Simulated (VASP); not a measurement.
C, 2 atoms in the cell. It takes space group I4_1/amd (No. 141, tetragonal). The conventional cell has a = 2.543 Å, b = 2.543 Å, c = 3.539 Å, α = 90.00°, β = 90.00°, γ = 90.00°. Within 2.1 Å of C (site symmetry -4m2) lie 4 C at 1.55 Å.  This cell differs from its parent crystal: in-plane strain +0.01.

```yaml
Program: VASP 6.6.1
Task: single point
Functional: r2SCAN
Potentials_or_basis: VASP PAW PBE potentials, release 64 (C)
Cutoff: 520 eV
k_mesh: 12 × 12 × 12
Occupations: gaussian, width 0.01 eV
Spin: no spin polarisation
Dipole_correction: no
Further_INCAR_settings: ALGO = Normal; EDIFF = 1e-06; NBANDS = 11
```

Potentials or basis: VASP PAW PBE potentials, release 64 (C).

The run is started by

```sh
$ cat potpaw_PBE.64/C/POTCAR > POTCAR
$ cp INCAR.step1 INCAR
$ mpirun -np 1 vasp_std > vasp.out
$ cp INCAR.step2 INCAR
$ mpirun -np 1 vasp_std > vasp.out
```

Hardware: 1 thread of Intel Xeon 8259CL (shared host).

Question: Estimate the wall time of this run.

Answer: Wall time 72 s on 1 thread of Intel Xeon 8259CL (shared host), peak memory 0.13 GiB. Counts: k points 163.
